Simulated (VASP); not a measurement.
The system is MgO (pbe).

```
Mg O
1.0
     0.00000    2.10600    2.10600
     2.10600    0.00000    2.10600
     2.10600    2.10600    0.00000
Mg O
1 1
Direct
  0.00000 0.00000 0.00000
  0.50000 0.50000 0.50000
```

| Property | Result |
| --- | --- |
| Program | VASP 6.6.1 |
| Task | relaxation of cell and atoms |
| Functional | PBE |
| Potentials or basis | VASP PAW PBE potentials, release 64 (Mg, O) |
| Cutoff | 600 eV |
| k mesh | 8 × 8 × 8 |
| Occupations | gaussian, width 0.02 eV |
| Spin | no spin polarisation |

At the start: pressure 3.7 GPa; volume 9.34 Å³/atom.

Problem. Where does the relaxation end?

Solution. Over 3 steps the energy falls by 2.5 meV/atom and the volume is 9.56 Å³/atom (+2.4 %); space group Fm-3m (No. 225, to 0.05 Å).

The path:
```
step  energy change (eV)  largest force (eV/Å)  pressure (GPa)  volume (Å³)
   1              0.0000                0.0000            3.71        18.68
   2             -0.0045                0.0000           -1.16        19.27
   3             -0.0050                0.0000            0.00        19.12
```

Final structure:
```
CELL_PARAMETERS angstrom
0.00000 2.12244 2.12244
2.12244 0.00000 2.12244
2.12244 2.12244 0.00000
ATOMIC_POSITIONS crystal
Mg 0.00000 0.00000 0.00000
O 0.50000 0.50000 0.50000
```
